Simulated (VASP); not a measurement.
Runs of VASP 6.6.1 on BaZrO3. The structure is that of space group Pm-3m (No. 221), or close to it. The cells are those of the table. 

| level | cell | smearing | gap on the mesh (eV) | pressure (GPa) |
| --- | --- | --- | --- | --- |
| PBE | a = 4.205, b = 4.205, c = 4.100 Å, 5 atoms | fermi-dirac 0.02 eV | (c) | 8.0 |
| r2SCAN | a = 4.205, b = 4.205, c = 4.100 Å, 5 atoms | gaussian 0.01 eV | 3.65 | 5.7 |
| r2SCAN | a = 4.205 Å, angles 90.0, 90.0, 90.9°, 5 atoms | gaussian 0.01 eV | 3.61 | (a) |
| PBE | a = 4.205 Å, angles 90.0, 90.0, 90.9°, 5 atoms | fermi-dirac 0.02 eV | (b) | 3.4 |
| PBE | a = 4.121 Å, 5 atoms | fermi-dirac 0.02 eV | 3.30 | 14.8 |

Alike in all rows: task single point; potentials or basis VASP PAW PBE potentials, release 64 (Ba_sv, Zr_sv, O); no spin polarisation; k mesh 6 × 6 × 6; cutoff (eV) 520.

Estimate the missing entries.

(a) 1.0; (b) 3.10; (c) 3.13.

Caveats: spin-orbit coupling is left out, which moves the levels of the heavy elements; the PAW data sets were made with another functional, which shifts forces and pressure a little (at least some runs); the cell stands under pressure (at least some runs); the stress differs along the axes, from 6 to 13 GPa (at least some runs); the stress differs along the axes, from 3 to 10 GPa (at least some runs).

A k mesh can miss the band edges, and the runs leave out spin-orbit coupling on Ba, Zr.
